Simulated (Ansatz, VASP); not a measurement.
## One calculation of PtS2, two programs

The input INCAR:

```
  ALGO = Normal
  EDIFF = 1E-6
  ENCUT = 520
  ISIF = 2
  ISMEAR = -1
  LASPH = True
  LCHARG = False
  LREAL = False
  LWAVE = False
  NBANDS = 31
  NELM = 100
  PREC = Accurate
  SIGMA = 0.02
```

File KPOINTS:

```
k-points
0
Gamma
  6 6 6
```

The input POSCAR:

```
PtS2
1.0
    5.4233923774      0.0000000000      0.0000000000
    0.0000000000      5.4233923774      0.0000000000
    0.0000000000      0.0000000000      3.7881554414
Pt S
2 4
Direct
    0.0000000000      0.0000000000      0.0000000000
    0.5000000000      0.5000000000      0.5000000000
    0.3093123642      0.3093123642      0.0000000000
    0.1906876358      0.8093123642      0.5000000000
    0.8093123642      0.1906876358      0.5000000000
    0.6906876358      0.6906876358      0.0000000000
```

Input for Ansatz:

```yaml
crystal:
  lattice:
    - [5.4233923774, 0.0, 0.0]
    - [0.0, 5.4233923774, 0.0]
    - [0.0, 0.0, 3.7881554414]
  atoms:
    - { symbol: Pt, position: [0.0, 0.0, 0.0] }
    - { symbol: Pt, position: [0.5, 0.5, 0.5] }
    - { symbol: S, position: [0.3093123642, 0.3093123642, 0.0] }
    - { symbol: S, position: [0.1906876358, 0.8093123642, 0.5] }
    - { symbol: S, position: [0.8093123642, 0.1906876358, 0.5] }
    - { symbol: S, position: [0.6906876358, 0.6906876358, 0.0] }
kpoints:
  mp_grid: { grid: [6, 6, 6] }
  band_path:
    path:
      - [0.0, 0.0, 0.0]
      - [0.0, 0.5, 0.0]
      - [0.5, 0.5, 0.0]
      - [0.0, 0.0, 0.5]
      - [0.0, 0.5, 0.5]
      - [0.5, 0.5, 0.5]
      - [0.45, 0.5, 0.0]
      - [0.0, 0.0, 0.2]
    npoints: 1
hamiltonian:
  xc: lda
scf:
  occupations: { method: fermi_dirac, width: 0.02 }
  n_extra_bands: 5
output:
  forces: true
  stress: true
  eigenvalues: true
  write_density: true
  write_potential: true
  elf: true
  volumetric_format: npy
```

Alike in both runs: task single point; functional LDA; k mesh 6 × 6 × 6; occupations fermi-dirac, width 0.02 eV; no spin polarisation.

|  | VASP | Ansatz |
| --- | --- | --- |
| version | VASP 6.6.1 | Ansatz 0.2.0 |
| potentials or method | VASP PAW LDA potentials, release 64 (Pt, S) | plane waves, PAW |
| plane-wave cutoff (eV) | 520 | 420 |
| valence electrons in the cell | 44 | 60 |

|  | VASP | Ansatz | Ansatz less VASP |
| --- | --- | --- | --- |
| pressure (GPa) | -5.1 | -5.1 | -0.01 |
| traceless stress, the component that is largest in VASP (GPa) | -0.06 | -0.08 | -0.014 |
| rms of the force components (eV/Å) | 0.011 | 0.011 | +0.0004 |

LDA's correlation is that of Perdew and Zunger in VASP and of Perdew and Wang (1992) in Ansatz. Atom by atom the forces differ by 0.000 eV/Å (rms over components). VASP's potentials hold 44 valence electrons a cell and Ansatz's 60, so a difference there can come from the potentials and not from the codes.

Neither program's run includes spin-orbit coupling.
